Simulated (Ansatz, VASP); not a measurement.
Two plane-wave programs on K2PdC2

```
K Pd C
1.0
     5.11818    0.00000    0.00000
    -2.55909    4.43248    0.00000
     0.00000    0.00000    5.25814
K Pd C
2 1 2
Direct
  0.66667 0.33333 0.72020
  0.33333 0.66667 0.27980
  0.00000 0.00000 0.00000
  0.00000 0.00000 0.61544
  0.00000 0.00000 0.37505
```

Change from the starting cell: all C atoms moved +0.025 Å, as atom 4 towards its neighbour atom 5 (C) at 1.264 Å.

Alike in both runs: task single point; functional LDA; k mesh 6 × 6 × 6; occupations gaussian, width 0.05 eV; no spin polarisation.

|  | VASP | Ansatz |
| --- | --- | --- |
| version | VASP 6.6.1 | Ansatz 0.2.0 |
| potentials or method | VASP PAW LDA potentials, release 64 (K_sv, Pd, C), cutoff 520 eV | scalar-relativistic, plane waves, PAW |
| valence electrons in the cell | 36 | 44 |

Ansatz gave:

- gap on the k mesh at the Fermi level (eV): 1.34
- least direct gap on the mesh (eV): 1.37
- pressure (GPa): -2.6
- traceless stress, the component that is largest in VASP (GPa): -1.27
- rms of the force components (eV/Å): 0.186

Task: Estimate VASP's values.

Result: gap on the k mesh at the Fermi level (eV): 1.35; least direct gap on the mesh (eV): 1.38; pressure (GPa): -2.4; traceless stress, the component that is largest in VASP (GPa): -1.15; rms of the force components (eV/Å): 0.200.

LDA's correlation is that of Perdew and Zunger in VASP and of Perdew and Wang (1992) in Ansatz. Atom by atom the forces differ by 0.020 eV/Å (rms over components). VASP's potentials hold 36 valence electrons a cell and Ansatz's 44, so a difference there can come from the potentials and not from the codes.
